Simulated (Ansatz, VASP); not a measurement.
One calculation of C, two programs

```
C
1.0
     3.57155    0.00000   -3.57155
     0.00000    3.57155   -3.57155
     3.57155    3.57155    0.00000
C
15
Direct
  0.25000 0.25000 0.25000
  0.25000 0.75000 0.75000
  0.25000 0.75000 0.25000
  0.75000 0.25000 0.75000
  0.75000 0.25000 0.25000
  0.75000 0.75000 0.75000
  0.75000 0.75000 0.25000
  0.12500 0.12500 0.12500
  0.12500 0.12500 0.62500
  0.12500 0.62500 0.12500
  0.13187 0.48438 0.69188
  0.62500 0.12500 0.12500
  0.62500 0.12500 0.62500
  0.62500 0.62500 0.12500
  0.62500 0.62500 0.62500
```

Change from the starting cell: C vacancy; atom 11 moved 0.375 of the way to it and +0.175 Å across, host rigid.

Alike in both runs: task single point; functional PBE; k mesh 6 × 6 × 6; occupations gaussian, width 0.05 eV; no spin polarisation.

|  | VASP | Ansatz |
| --- | --- | --- |
| version | VASP 6.6.1 | Ansatz 0.2.0 |
| potentials or method | VASP PAW PBE potentials, release 64 (C), cutoff 520 eV | scalar-relativistic, plane waves, PAW |
| valence electrons in the cell | 60 | 60 |

```csv
,VASP,Ansatz,Ansatz less VASP
gap on the k mesh at the Fermi level (eV),none,none,-
pressure (GPa),-9.9,-10.8,-0.88
"traceless stress, the component that is largest in VASP (GPa)",-14.61,-14.64,-0.023
rms of the force components (eV/Å),1.374,1.380,+0.0065
```

Atom by atom the forces differ by 0.009 eV/Å (rms over components). A gap of «none» marks a metal or a gap that the smearing closes. The functional is the same, so the differences come from potentials, cutoffs and numerics.
